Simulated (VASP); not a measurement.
# Si (I4/mmm) in VASP: further runs

Runs on Si. Level: LDA. Tasks: single point.

All numbers are computed with VASP 6.6.1; they aren't measurements. Logs are shortened: lines on timing, memory, paths and dates and some standing lists are left out, and cuts for length are marked.

### 1 The cell of the first run

The structure is tetragonal, space group I4/mmm (No. 139). Conventional cell: a = 3.320 Å, b = 3.320 Å, c = 2.688 Å, α = 90.00°, β = 90.00°, γ = 90.00°. Within 3.5 Å of Si (site symmetry 4/mmm) lie 14 Si at 2.69 to 3.32 Å.

### 2 Single point, LDA (strain +0.015 along x and y, +0.030 along z)

File INCAR:

```
PREC     = Accurate       # precision mode
ENCUT    = 520            # plane-wave cutoff, eV
EDIFF    = 1E-7           # SCF threshold, eV
ISMEAR   = 0              # smearing method
SIGMA    = 0.15           # smearing width, eV
LREAL    = F              # projectors in reciprocal space
LASPH    = T              # aspherical terms in the spheres
NELM     = 80             # most SCF steps
ALGO     = Normal         # electronic algorithm
ISIF     = 2              # what is computed and relaxed
LWAVE    = F              # write WAVECAR
LCHARG   = F              # write CHGCAR
NBANDS   = 8              # bands
```

File KPOINTS:

```
Automatic mesh
0
Gamma
  28 28 28
```

File POSCAR:

```
Si
1.0
   -1.6601978850      1.6601978850      1.3439566585
    1.6601978850     -1.6601978850      1.3439566585
    1.6601978850      1.6601978850     -1.3439566585
Si
1
Direct
    0.0000000000      0.0000000000      0.0000000000
```

Potentials or basis: VASP PAW LDA potentials, release 64 (Si).

On the command line:

```
$ cat potpaw_LDA.64/Si/POTCAR > POTCAR
$ mpirun -np 1 vasp_std > vasp.out
```

OUTCAR:

```text
PREC = Accurate
   ENCUT = 520
   EDIFF = 1E-7
   ISMEAR = 0
   LREAL = F
   LASPH = T
   NELM = 80
   ISIF = 2

 ion  position               nearest neighbor table
   1  0.000  0.000  0.000-

  LATTYP: Found a body centered tetragonal cell.
 ALAT       =     3.3203957700
 C/A-ratio  =     0.8095159442

  Lattice vectors:

 A1 = (  -1.6601978850,   1.6601978850,   1.3439566585)
 A2 = (   1.6601978850,  -1.6601978850,   1.3439566585)
 A3 = (   1.6601978850,   1.6601978850,  -1.3439566585)

Analysis of symmetry for initial positions (statically):
=====================================================================
 Subroutine PRICEL returns:
 Original cell was already a primitive cell.

 Routine SETGRP: Setting up the symmetry group for a
 body centered tetragonal supercell.

 Subroutine GETGRP returns: Found 16 space group operations
 (whereof 16 operations were pure point group operations)
 out of a pool of 16 trial point group operations.

The static configuration has the point symmetry D_4h.

Analysis of symmetry for dynamics (positions and initial velocities):
=====================================================================
 Subroutine PRICEL returns:
 Original cell was already a primitive cell.

 Routine SETGRP: Setting up the symmetry group for a
 body centered tetragonal supercell.

 Subroutine GETGRP returns: Found 16 space group operations
 (whereof 16 operations were pure point group operations)
 out of a pool of 16 trial point group operations.

The dynamic configuration has the point symmetry D_4h.

 Subroutine INISYM returns: Found 16 space group operations
 (whereof 16 operations are pure point group operations),
 and found     1 'primitive' translations

----------------------------------------------------------------------------------------

                                     Primitive cell

  volume of cell :      14.8172

  direct lattice vectors                    reciprocal lattice vectors
    -1.660197885  1.660197885  1.343956659     0.000000000  0.301168918  0.372035807
     1.660197885 -1.660197885  1.343956659     0.301168918  0.000000000  0.372035807
     1.660197885  1.660197885 -1.343956659     0.301168918  0.301168918  0.000000000

  length of vectors
     2.705315792  2.705315792  2.705315792     0.478657872  0.478657872  0.425917168

  position of ions in fractional coordinates (direct lattice)
     0.000000000  0.000000000  0.000000000

  ion indices of the primitive-cell ions
   primitive index   ion index
                 1           1

----------------------------------------------------------------------------------------

 KPOINTS: Automatic mesh

Automatic generation of k-mesh.
 Grid dimensions read from file:
 generate k-points for:   28   28   28

 Generating k-lattice:

  Cartesian coordinates                     Fractional coordinates (reciprocal lattice)
     0.000000000  0.010756033  0.013286993     0.035714286  0.000000000  0.000000000
     0.010756033  0.000000000  0.013286993     0.000000000  0.035714286  0.000000000
     0.010756033  0.010756033  0.000000000     0.000000000  0.000000000  0.035714286

  Length of vectors
     0.017094924  0.017094924  0.015211327

  Shift w.r.t. Gamma in fractional coordinates (k-lattice)
     0.000000000  0.000000000  0.000000000

 Subroutine IBZKPT returns following result:
 ===========================================

 Found   1639 irreducible k-points:

 Following reciprocal coordinates:
            Coordinates               Weight
  0.000000  0.000000  0.000000      1.000000
  0.035714 -0.000000  0.000000      8.000000
  0.071429 -0.000000  0.000000      8.000000
  0.107143 -0.000000  0.000000      8.000000
  0.142857  0.000000  0.000000      8.000000
  0.178571  0.000000  0.000000      8.000000
[... 16 lines left out ...]
  0.285714  0.035714  0.000000     16.000000
  0.321429  0.035714  0.000000     16.000000
 [... further k-points ...]
   k-points           NKPTS =   1639   k-points in BZ     NKDIM =   1639   number of bands    NBANDS=      8
   number of dos      NEDOS =    301   number of ions     NIONS =      1
   total plane-waves  NPLWV =   8000
   dimension x,y,z NGX =    20 NGY =   20 NGZ =   20
   dimension x,y,z NGXF=    40 NGYF=   40 NGZF=   40
   ions per type =               1
   NGX,Y,Z   is equivalent  to a cutoff of  12.29, 12.29, 12.29 a.u.
   NGXF,Y,Z  is equivalent  to a cutoff of  24.58, 24.58, 24.58 a.u.
 SYSTEM =  unknown system
   PREC   = accura    normal or accurate (medium, high low for compatibility)
   ISTART =      0    job   : 0-new  1-cont  2-samecut
   ICHARG =      2    charge: 1-file 2-atom 10-const
   ISPIN  =      1    spin polarized calculation?
   LNONCOLLINEAR =      F non collinear calculations
   LSORBIT =      F    spin-orbit coupling
   LASPH  =      T    aspherical Exc in radial PAW
   ENCUT  =  520.0 eV  38.22 Ry    6.18 a.u.   5.03  5.03  5.03*2*pi/ulx,y,z
   NELM   =     80;   NELMIN=  2; NELMDL= -5     # of ELM steps
   EDIFF  = 0.1E-06   stopping-criterion for ELM
   LREAL  =      F    real-space projection
   EDIFFG = 0.1E-05   stopping-criterion for IOM
   NSW    =      0    number of steps for IOM
   IBRION =     -1    ionic relax: 0-MD 1-quasi-New 2-CG
   NFREE  =      0    steps in history (QN), initial steepest desc. (CG)
   ISIF   =      2    stress and relaxation
   ISYM   =      2    0-nonsym 1-usesym 2-fastsym
   POTIM  = 0.5000    time-step for ionic-motion
   TEBEG  =    0.0;   TEEND  =   0.0 temperature during run
   PSTRESS=    0.0 pullay stress
   NELECT =       4.0000    total number of electrons
   NUPDOWN=      -1.0000    fix difference up-down
   EMIN   =  10.00;   EMAX   =-10.00  energy-range for DOS
   EFERMI =   0.00;   METHOD = LEGACY
   ISMEAR =     0;   SIGMA  =   0.15  broadening in eV -4-tet -1-fermi 0-gaus
   EFERMI_NEDOS =   21; number of points for ismear=-14 and -15
   IALGO  =     38    algorithm
   IMIX   =      4    mixing-type and parameters
     AMIX     =   0.40;   BMIX     =  1.00
     AMIX_MAG =   1.60;   BMIX_MAG =  1.00
  volume/ion in A,a.u.               =      14.82        99.99
  Fermi-wavevector in a.u.,A,eV,Ry     =   1.058051  1.999426 15.231333  1.119471
  Thomas-Fermi vector in A             =   2.193346
   LORBIT       =      0    0 simple, 1 ext, 2 COOP (PROOUT), +10 PAW based schemes
   GGA     = CA    functional components
   LHFCALC =     F    Hartree Fock is set to
   AEXX    =    0.0000 exact exchange contribution
   IVDW    =     0    specifies the selected vdW correction
   LEPSILON=     F    determine dielectric tensor
   LRPA    =     F    only Hartree local field effects (RPA)
 non-spin polarized calculation
 Gauss-broadening in eV      SIGMA  =   0.15
  energy-cutoff  :      520.00
  volume of cell :       14.82
 maximum number of plane-waves:       421
   NGX = 11   NGY = 11   NGZ = 11

 number of electron       4.0000000 magnetization

 Free energy of the ion-electron system (eV)
  ---------------------------------------------------
  ext. energy  EPLUGINS =         0.00000000
  ---------------------------------------------------
  free energy    TOTEN  =        -5.55131364 eV

  energy without entropy =       -5.54646245  energy(sigma->0) =       -5.54888805

 E-fermi :   9.7482     XC(G=0): -11.1589

 val. band max:        9.7479553327   @ k =  -0.3571   0.0357  -0.0000
 cond. band min:       9.7484386132   @ k =  -0.3571  -0.4643   0.2143
 fundamental gap:      0.0004832804
 Fermi energy:         9.7482328612

 k-point     1 :       0.0000    0.0000    0.0000
  band No.  band energies     occupation
      1      -4.3878      2.00000
      2      19.1790      0.00000
      3      19.1790      0.00000
      4      19.1992      0.00000
      5      22.4296      0.00000
      6      22.5852      0.00000
      7      24.6352      0.00000
      8      24.6352      0.00000

 k-point     2 :       0.0357   -0.0000    0.0000
  band No.  band energies     occupation
      1      -4.3455      2.00000
      2      18.4248      0.00000
      3      19.0595      0.00000
      4      19.9809      0.00000
      5      21.8204      0.00000
      6      23.0771      0.00000
      7      24.4036      0.00000
      8      24.4758      0.00000

 k-point     3 :       0.0714   -0.0000    0.0000
  band No.  band energies     occupation
      1      -4.2186      2.00000
      2      17.7138      0.00000
      3      18.7508      0.00000
      4      20.7212      0.00000
      5      20.8407      0.00000
      6      23.7093      0.00000
      7      23.9168      0.00000
      8      24.0866      0.00000

 k-point     4 :       0.1071   -0.0000    0.0000
  band No.  band energies     occupation
      1      -4.0072      2.00000
      2      17.0662      0.00000
      3      18.3367      0.00000
      4      19.5760      0.00000
      5      21.1490      0.00000
      6      23.5777      0.00000
      7      23.6557      0.00000
      8      24.4640      0.00000

 k-point     5 :       0.1429    0.0000    0.0000
  band No.  band energies     occupation
      1      -3.7116      2.00000
      2      16.4864      0.00000
      3      17.7676      0.00000
      4      18.2577      0.00000
      5      20.9220      0.00000
      6      22.9922      0.00000
      7      24.0858      0.00000
      8      25.3245      0.00000
[... 177 lines left out ...]
 k-point    22 :       0.2500    0.0357    0.0000
  band No.  band energies     occupation
      1      -1.9268      2.00000
      2      12.3961      0.00000
      3      15.1608      0.00000
      4      16.8118      0.00000
      5      18.3533      0.00000
      6      20.5987      0.00000
      7      25.8356      0.00000
      8      27.5303      0.00000

 k-point    23 :       0.2857    0.0357    0.0000
  band No.  band energies     occupation
      1      -1.2498      2.00000
      2      10.8891      0.00000
      3      14.8870      0.00000
      4      16.3852      0.00000
      5      17.9107      0.00000
      6      20.0822      0.00000
      7      25.9320      0.00000
      8      28.8681      0.00000

 k-point    24 :       0.3214    0.0357    0.0000
  band No.  band energies     occupation
      1      -0.4920      2.00000
      2       9.4309      1.99723
      3      14.6644      0.00000
      4      15.9917      0.00000
      5      17.5679      0.00000
      6      19.6380      0.00000
      7      26.1115      0.00000
      8      30.2436      0.00000

 [... further k-points ...]

------------------------ aborting loop because EDIFF is reached ----------------------------------------

  FORCE on cell =-STRESS in cart. coord.  units (eV):
  Direction    XX          YY          ZZ          XY          YZ          ZX
  --------------------------------------------------------------------------------------
  -------------------------------------------------------------------------------------
  Total       -0.4419532     -0.4419532     -0.5329504      0.0000000     -0.0000000      0.0000000
  in kB      -47.7883366    -47.7883366    -57.6278533      0.0000000     -0.0000000      0.0000000
  external PRESSURE =     -51.0681755 kB  Pullay stress =       0.0000000 kB

 VOLUME and BASIS-vectors are now :
 -----------------------------------------------------------------------------
  energy-cutoff  :      520.00
  volume of cell :       14.82
      direct lattice vectors                 reciprocal lattice vectors
    -1.660197885  1.660197885  1.343956659     0.000000000  0.301168918  0.372035807
     1.660197885 -1.660197885  1.343956659     0.301168918  0.000000000  0.372035807
     1.660197885  1.660197885 -1.343956659     0.301168918  0.301168918  0.000000000

 POSITION                                       TOTAL-FORCE (eV/Angst)
 -----------------------------------------------------------------------------------
      0.00000      0.00000      0.00000        -0.000000      0.000000      0.000000
 -----------------------------------------------------------------------------------
    total drift:                                0.000000      0.000000     -0.000000

  FREE ENERGIE OF THE ION-ELECTRON SYSTEM (eV)
  ---------------------------------------------------
  free  energy   TOTEN  =        -5.5513136401 eV

  energy  without entropy=       -5.5464624500  energy(sigma->0) =       -5.54888805
```

Wall time 97 s (1 thread of Intel Xeon 6975P-C, shared host); peak memory 0.26 GiB.

Results:

```
Free energy            : -5.5513 eV
Pressure               : -5.1 GPa
Band gap on the k mesh : zero (band 2 reaches 19.18 eV, above the bottom of band 3 at 6.34 eV)
```

Caveat: the cell differs from its parent crystal (strain +0.015 along x and y, +0.030 along z).

(Continued in part 2 of 2.)
